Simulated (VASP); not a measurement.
A run of VASP 6.6.1 is set up as follows.

Contents of INCAR:

```
  PREC = Accurate
  ENCUT = 520
  EDIFF = 1E-7
  ISMEAR = -1
  SIGMA = 0.05
  LREAL = False
  LASPH = True
  NELM = 80
  ALGO = Normal
  ISIF = 2
  LWAVE = False
  LCHARG = False
  GGA = PE
  NBANDS = 16
```

File KPOINTS:

```
Automatic mesh
0
Gamma
  14 14 14
```

The input POSCAR:

```
AlRu
1.0
    2.8164697810      0.0000000000      0.0000000000
    0.0000000000      2.8164697810      0.0000000000
    0.0000000000      0.0000000000      2.8164697810
Ru Al
1 1
Direct
    0.0000000000      0.0000000000      0.0000000000
    0.5000000000      0.5000000000      0.5000000000
```

Potentials or basis: VASP PAW PBE potentials, release 64 (Ru_pv, Al).

Launch:

```sh
$ cat potpaw_PBE.64/Ru_pv/POTCAR potpaw_PBE.64/Al/POTCAR > POTCAR
$ mpirun -np 1 vasp_std > vasp.out
```

Task: Predict the pressure.

Result: 60.2 GPa.

Task: What does it give for the band gap on the k mesh?

Result: Zero (an odd number of electrons rules out a gap without spin polarisation).

Caveat: the cell stands under pressure.
